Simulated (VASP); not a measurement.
Set up this calculation in VASP 6.6.1, as the native input.

```yaml
Task: single point
Functional: PBEsol
Potentials_or_basis: VASP PAW PBE potentials, release 64 (Ca_sv)
Cutoff: 520 eV
k_mesh: 12 × 12 × 8
Occupations: gaussian, width 0.1 eV
Spin: no spin polarisation
Dipole_correction: no
Further_INCAR_settings: ALGO = Normal; EDIFF = 1e-06; NBANDS = 17
```

The structure of Ca lies in POSCAR:

```
Ca
1.0
    3.9101934234      0.0000000000      0.0000000000
   -1.9550967117      3.3863268384      0.0000000000
    0.0000000000      0.0000000000      6.3117449008
Ca
2
Direct
    0.6666666667      0.3333333333      0.7500000000
    0.3333333333      0.6666666667      0.2500000000
```

This isn't the form of Ca at room conditions, which is fcc.

This cell differs from its parent crystal: biaxial strain in the a-b plane: +1.5 %, then relaxed in part.

One way to write it, as run:

INCAR

```
PREC = Accurate
ENCUT = 520
EDIFF = 1E-6
ISMEAR = 0
SIGMA = 0.1
LREAL = F
LASPH = T
NELM = 80
ALGO = Normal
ISIF = 2
LWAVE = F
LCHARG = F
GGA = PS
NBANDS = 17
```

KPOINTS

```
Automatic mesh
0
Gamma
  12 12 8
```

Potentials or basis: VASP PAW PBE potentials, release 64 (Ca_sv).

Command:

```bash
$ cat potpaw_PBE.64/Ca_sv/POTCAR > POTCAR
$ mpirun -np 1 vasp_std > vasp.out
```

It gave:

```
Pressure               : -0.4 GPa
Band gap on the k mesh : zero (bands 10 and 11 overlap by 0.47 eV)
```

Caveat: the cell differs from its parent crystal (biaxial strain in the a-b plane: +1.5 %, then relaxed in part); the PAW data sets were made with another functional, which shifts forces and pressure a little.

Wall time 86 s on 1 thread of Intel(R) Xeon(R) Platinum 8259CL CPU @ 2.50GHz (Skylake/Cascade Lake), on a shared host, peak memory 0.27 GiB.
